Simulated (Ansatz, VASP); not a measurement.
# LiF in VASP and in Ansatz

```xyz
2
Lattice="0.0000 2.0509 2.0509 2.0509 0.0000 2.0509 2.0509 2.0509 0.0000" Properties=species:S:1:pos:R:3 pbc="T T T"
Li    0.0000    0.0000    0.0000
F     2.0509    2.0509    2.0509
```

Change from the starting cell: volume scaled by 1.025, PAW files.

Alike in both runs: task electric field gradients; functional PBE; k mesh 14 × 14 × 14; occupations fermi-dirac, width 0.03 eV; no spin polarisation.

|  | VASP | Ansatz |
| --- | --- | --- |
| version | VASP 6.6.1 | Ansatz 0.2.0 |
| potentials or method | VASP PAW PBE potentials, release 64 (Li_sv, F) | PAW with Ansatz's default frozen-core files, scalar-relativistic |
| plane-wave cutoff (eV) | 520 | 420 |
| valence electrons in the cell | 10 | 10 |

```csv
,VASP,Ansatz,Ansatz less VASP
gap on the k mesh at the Fermi level (eV),8.62,8.62,+0.001
```

Noted on VASP's run: the cutoff is short for stress, so the pressure is rough.
